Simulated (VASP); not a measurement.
# PbO (P4/nmm) in VASP: notebook

PbO is run at these levels: PBEsol; tasks: single point.

Program: VASP 6.6.1. These are calculated values, not measurements. Logs are shortened: lines on timing, memory, paths and dates and some standing lists are left out, and cuts for length are marked.

### Step 1. The cell of the first run

It takes space group P4/nmm (No. 129, tetragonal). Conventional cell: a = 3.965 Å, b = 3.965 Å, c = 5.312 Å, α = 90.00°, β = 90.00°, γ = 90.00°. Pb (site symmetry 4mm) has 4 O at 2.23 Å within 3.0 Å. Within 3.0 Å of O (site symmetry -4m2) lie 4 Pb at 2.23 Å and 4 O at 2.80 Å.

### Step 2. Single point, PBEsol (strained and its atoms moved)

INCAR reads:

```
SYSTEM = PbO
PREC = Accurate ; ENCUT = 520
EDIFF = 1E-6 ; ISMEAR = 0
SIGMA = 0.02 ; LREAL = .FALSE.
LASPH = .TRUE. ; NELM = 100
ALGO = Normal ; ISIF = 2
LWAVE = .FALSE. ; LCHARG = .FALSE.
GGA = PS ; NBANDS = 28
```

KPOINTS reads:

```
regular mesh
0
G
  8 8 6
  0 0 0
```

POSCAR reads:

```
PbO
1.0
    3.9654576000      0.0000000000      0.0000000000
    0.0000000000      3.9654576000      0.0000000000
    0.0000000000      0.0000000000      5.3120205000
Pb O
2 2
Direct
    0.0000000000      0.5000000000      0.1928594515
    0.5000000000      0.0000000000      0.8071405485
    0.0000000000      0.0000000000      0.0000000000
    0.5000000000      0.5000000000      0.0000000000
```

Potentials or basis: VASP PAW PBE potentials, release 64 (Pb_d, O).

Launch:

```console
> cat potpaw_PBE.64/Pb_d/POTCAR potpaw_PBE.64/O/POTCAR > POTCAR
> mpirun -np 1 vasp_std > vasp.out
```

OUTCAR:

```text
SYSTEM = PbO
   PREC = Accurate
   ENCUT = 520
   EDIFF = 1E-6
   ISMEAR = 0
   LREAL = .FALSE.
   LASPH = .TRUE.
   NELM = 100
   ISIF = 2
   GGA = PS

 ion  position               nearest neighbor table
   1  0.000  0.500  0.193-   3 2.23   4 2.23   3 2.23   4 2.23   2 3.47   2 3.47   2 3.47   2 3.47

   2  0.500  0.000  0.807-   3 2.23   4 2.23   4 2.23   3 2.23   1 3.47   1 3.47   1 3.47   1 3.47

   3  0.000  0.000  0.000-   1 2.23   2 2.23   1 2.23   2 2.23
   4  0.500  0.500  0.000-   1 2.23   2 2.23   2 2.23   1 2.23

  LATTYP: Found a simple tetragonal cell.
 ALAT       =     3.9654576000
 C/A-ratio  =     1.3395731428

  Lattice vectors:

 A1 = (   3.9654576000,   0.0000000000,   0.0000000000)
 A2 = (   0.0000000000,   3.9654576000,   0.0000000000)
 A3 = (   0.0000000000,   0.0000000000,   5.3120205000)

Analysis of symmetry for initial positions (statically):
=====================================================================
 Subroutine PRICEL returns:
 Original cell was already a primitive cell.

 Routine SETGRP: Setting up the symmetry group for a
 simple tetragonal supercell.

 Subroutine GETGRP returns: Found 16 space group operations
 (whereof  8 operations were pure point group operations)
 out of a pool of 16 trial point group operations.

The static configuration has the point symmetry D_2d.
 The point group associated with its full space group is D_4h.

Analysis of symmetry for dynamics (positions and initial velocities):
=====================================================================
 Subroutine PRICEL returns:
 Original cell was already a primitive cell.

 Routine SETGRP: Setting up the symmetry group for a
 simple tetragonal supercell.

 Subroutine GETGRP returns: Found 16 space group operations
 (whereof  8 operations were pure point group operations)
 out of a pool of 16 trial point group operations.

The dynamic configuration has the point symmetry D_2d.
 The point group associated with its full space group is D_4h.

 Subroutine INISYM returns: Found 16 space group operations
 (whereof  8 operations are pure point group operations),
 and found     1 'primitive' translations

----------------------------------------------------------------------------------------

                                     Primitive cell

  volume of cell :      83.5307

  direct lattice vectors                    reciprocal lattice vectors
     3.965457600  0.000000000  0.000000000     0.252177706  0.000000000  0.000000000
     0.000000000  3.965457600  0.000000000     0.000000000  0.252177706  0.000000000
[... 93 lines left out ...]
   IBRION =     -1    ionic relax: 0-MD 1-quasi-New 2-CG
   NFREE  =      0    steps in history (QN), initial steepest desc. (CG)
   ISIF   =      2    stress and relaxation
   ISYM   =      2    0-nonsym 1-usesym 2-fastsym
   POTIM  = 0.5000    time-step for ionic-motion
   TEBEG  =    0.0;   TEEND  =   0.0 temperature during run
   PSTRESS=    0.0 pullay stress
   NELECT =      40.0000    total number of electrons
   NUPDOWN=      -1.0000    fix difference up-down
   EMIN   =  10.00;   EMAX   =-10.00  energy-range for DOS
   EFERMI =   0.00;   METHOD = LEGACY
   ISMEAR =     0;   SIGMA  =   0.02  broadening in eV -4-tet -1-fermi 0-gaus
   EFERMI_NEDOS =   21; number of points for ismear=-14 and -15
   IALGO  =     38    algorithm
   IMIX   =      4    mixing-type and parameters
     AMIX     =   0.40;   BMIX     =  1.00
     AMIX_MAG =   1.60;   BMIX_MAG =  1.00
  volume/ion in A,a.u.               =      20.88       140.92
  Fermi-wavevector in a.u.,A,eV,Ry     =   1.280794  2.420350 22.319459  1.640434
  Thomas-Fermi vector in A             =   2.413201
   LORBIT       =      0    0 simple, 1 ext, 2 COOP (PROOUT), +10 PAW based schemes
   GGA     = PS    functional components
   LHFCALC =     F    Hartree Fock is set to
   AEXX    =    0.0000 exact exchange contribution
   IVDW    =     0    specifies the selected vdW correction
   LEPSILON=     F    determine dielectric tensor
   LRPA    =     F    only Hartree local field effects (RPA)
 non-spin polarized calculation
 Gauss-broadening in eV      SIGMA  =   0.02
  energy-cutoff  :      520.00
  volume of cell :       83.53
 maximum number of plane-waves:      2291
 NGX is ok and might be reduce to    30
   NGX = 15   NGY = 15   NGZ = 19

 number of electron      39.9999990 magnetization

 Free energy of the ion-electron system (eV)
  ---------------------------------------------------
  ext. energy  EPLUGINS =         0.00000000
  ---------------------------------------------------
  free energy    TOTEN  =       -22.34524542 eV

  energy without entropy =      -22.34524542  energy(sigma->0) =      -22.34524542

 E-fermi :   4.8096     XC(G=0):  -9.6268

 val. band max:        4.6534727258   @ k =   0.1250   0.1250   0.0000
 cond. band min:       5.7640762593   @ k =   0.0000   0.0000   0.5000
 fundamental gap:      1.1106035334
 Fermi energy:         4.8096486933

 k-point     1 :       0.0000    0.0000    0.0000
  band No.  band energies     occupation
      1     -14.6787      2.00000
      2     -14.0456      2.00000
      3     -11.3880      2.00000
      4     -11.3880      2.00000
      5     -11.2869      2.00000
      6     -11.2368      2.00000
[... 733 lines left out ...]
     27      14.0929      0.00000
     28      14.0929      0.00000

 [... further k-points ...]

------------------------ aborting loop because EDIFF is reached ----------------------------------------

  FORCE on cell =-STRESS in cart. coord.  units (eV):
  Direction    XX          YY          ZZ          XY          YZ          ZX
  --------------------------------------------------------------------------------------
  -------------------------------------------------------------------------------------
  Total        5.8620474      5.8620474      5.4838108      0.0000000     -0.0000000      0.0000000
  in kB      112.4381125    112.4381125    105.1832729      0.0000000     -0.0000000      0.0000000
  external PRESSURE =     110.0198327 kB  Pullay stress =       0.0000000 kB

 VOLUME and BASIS-vectors are now :
 -----------------------------------------------------------------------------
  energy-cutoff  :      520.00
  volume of cell :       83.53
      direct lattice vectors                 reciprocal lattice vectors
     3.965457600  0.000000000  0.000000000     0.252177706  0.000000000  0.000000000
     0.000000000  3.965457600  0.000000000     0.000000000  0.252177706  0.000000000
     0.000000000  0.000000000  5.312020500     0.000000000  0.000000000  0.188252286

 POSITION                                       TOTAL-FORCE (eV/Angst)
 -----------------------------------------------------------------------------------
      0.00000      1.98273      1.02447         0.000000      0.000000      3.019259
      1.98273      0.00000      4.28755         0.000000     -0.000000     -3.019259
      0.00000      0.00000      0.00000         0.000000     -0.000000      0.000000
      1.98273      1.98273      0.00000        -0.000000      0.000000      0.000000
 -----------------------------------------------------------------------------------
    total drift:                                0.000000      0.000000      0.000000

  FREE ENERGIE OF THE ION-ELECTRON SYSTEM (eV)
  ---------------------------------------------------
  free  energy   TOTEN  =       -22.3452454158 eV

  energy  without entropy=      -22.3452454158  energy(sigma->0) =      -22.34524542
```

OSZICAR:

```text
N       E                     dE             d eps       ncg     rms          rms(c)
DAV:   1     0.469155954364E+03    0.46916E+03   -0.19617E+04  3360   0.167E+03
DAV:   2     0.381331576870E+02   -0.43102E+03   -0.41318E+03  3440   0.450E+02
DAV:   3    -0.234841981709E+02   -0.61617E+02   -0.60151E+02  4252   0.184E+02
DAV:   4    -0.263549743278E+02   -0.28708E+01   -0.28588E+01  3980   0.421E+01
DAV:   5    -0.264456767594E+02   -0.90702E-01   -0.90694E-01  3880   0.802E+00    0.116E+01
DAV:   6    -0.224435200165E+02    0.40022E+01   -0.20585E+01  4872   0.393E+01    0.443E+00
DAV:   7    -0.223880689090E+02    0.55451E-01   -0.21610E+00  4028   0.101E+01    0.241E+00
DAV:   8    -0.223623238485E+02    0.25745E-01   -0.50032E-01  4896   0.538E+00    0.929E-01
DAV:   9    -0.223434265148E+02    0.18897E-01   -0.98002E-02  5080   0.280E+00    0.182E-01
DAV:  10    -0.223452558255E+02   -0.18293E-02   -0.10551E-02  3904   0.656E-01    0.845E-02
DAV:  11    -0.223452495782E+02    0.62473E-05   -0.15938E-03  4824   0.336E-01    0.355E-02
DAV:  12    -0.223452606743E+02   -0.11096E-04   -0.18012E-04  4316   0.110E-01    0.338E-02
DAV:  13    -0.223452485152E+02    0.12159E-04   -0.15545E-04  5028   0.124E-01    0.137E-02
DAV:  14    -0.223452452018E+02    0.33134E-05   -0.30664E-05  5108   0.622E-02    0.218E-03
DAV:  15    -0.223452454158E+02   -0.21397E-06   -0.13997E-06  2424   0.808E-03
   1 F= -.22345245E+02 E0= -.22345245E+02  d E =-.387316E-30
```

Run time: 51 s. Hardware: 1 thread of AMD EPYC 9R45 (Zen 5), shared host; peak memory 0.23 GiB.

Results:

```yaml
Free_energy: -22.3452 eV
Pressure: 11.0 GPa
Largest_force: 3.019 eV/Å
Band_gap_on_the_k_mesh: 1.11 eV (least direct gap 1.69 eV)
```

Forces in eV/Å, atoms in the order of the input:
```
Pb   0.000  0.000  3.019
Pb   0.000  0.000 -3.019
O    0.000  0.000  0.000
O    0.000  0.000  0.000
```

Stress tensor (GPa, compression positive):
```
11.24  0.00  0.00
 0.00 11.24  0.00
 0.00  0.00 10.52
```

Caveat: the cell differs from its parent crystal (strained and its atoms moved); the cell stands under pressure; the PAW data sets were made with another functional, which shifts forces and pressure a little; spin-orbit coupling is left out, which moves the levels of the heavy elements.

### Step 3. Single point, PBEsol (strained)

INCAR reads:

```
ALGO = Normal
EDIFF = 1E-7
ENCUT = 520
GGA = PS
ISIF = 2
ISMEAR = 0
LASPH = T
LCHARG = T
LELF = T
LREAL = F
LVHAR = T
LWAVE = F
NBANDS = 28
NELM = 60
PREC = Accurate
SIGMA = 0.02
```

KPOINTS reads:

```
k-points
0
Gamma
  8 8 6
```

POSCAR reads:

```
PbO
1.0
    4.0850472960      0.0000000000      0.0000000000
    0.0000000000      4.0850472960      0.0000000000
    0.0000000000      0.0000000000      5.2371424800
Pb O
2 2
Direct
    0.0000000000      0.5000000000      0.2773405485
    0.5000000000      0.0000000000      0.7226594515
    0.0000000000      0.0000000000      0.0000000000
    0.5000000000      0.5000000000      0.0000000000
```

Potentials or basis: VASP PAW PBE potentials, release 64 (Pb_d, O).

Launch:

```console
> cat potpaw_PBE.64/Pb_d/POTCAR potpaw_PBE.64/O/POTCAR > POTCAR
> mpirun -np 1 vasp_std > vasp.out
```

It took 60 s on 1 thread of AMD EPYC 9R45 (Zen 5), shared host; peak memory 0.23 GiB.

The run converged. Its results:

```
Free energy            : -21.6733 eV
Pressure               : -12.3 GPa
Largest force          : 3.585 eV/Å
Band gap on the k mesh : 0.17 eV
```

Forces in eV/Å, atoms in the order of the input:
```
Pb   0.000  0.000 -3.585
Pb   0.000  0.000  3.585
O    0.000  0.000  0.000
O    0.000  0.000  0.000
```

Stress tensor (GPa, compression positive):
```
 -9.09   0.00   0.00
  0.00  -9.09   0.00
  0.00   0.00 -18.76
```

Levels at points of the mesh, in eV from the valence-band top:
```csv
k point,band 16,band 17,band 18,band 19,band 20,band 21,band 22,band 23,band 24,band 25
"(0.00, 0.00, 0.00)",-2.85,-1.08,-0.45,-0.45,-0.15,2.42,4.20,4.20,5.87,6.05
"(0.50, 0.00, 0.00)",-2.48,-1.70,-1.70,-1.37,-1.37,2.78,2.78,5.44,5.44,6.44
"(0.50, 0.50, 0.00)",-2.43,-1.79,-1.79,0.00,0.00,0.17,0.17,4.30,4.30,6.80
"(0.00, 0.00, 0.50)",-2.64,-1.12,-1.10,-0.50,-0.50,2.64,2.96,2.96,3.83,7.56
"(0.50, 0.00, 0.50)",-2.68,-1.65,-1.65,-0.88,-0.88,2.50,2.50,5.14,5.14,6.91
"(0.50, 0.50, 0.50)",-3.16,-2.37,-2.37,0.00,0.00,2.47,2.47,4.24,4.24,5.26
```

Caveat: the cell differs from its parent crystal (strained); the cell stands under tension; the PAW data sets were made with another functional, which shifts forces and pressure a little; spin-orbit coupling is left out, which moves the levels of the heavy elements. A k mesh can miss the band edges.
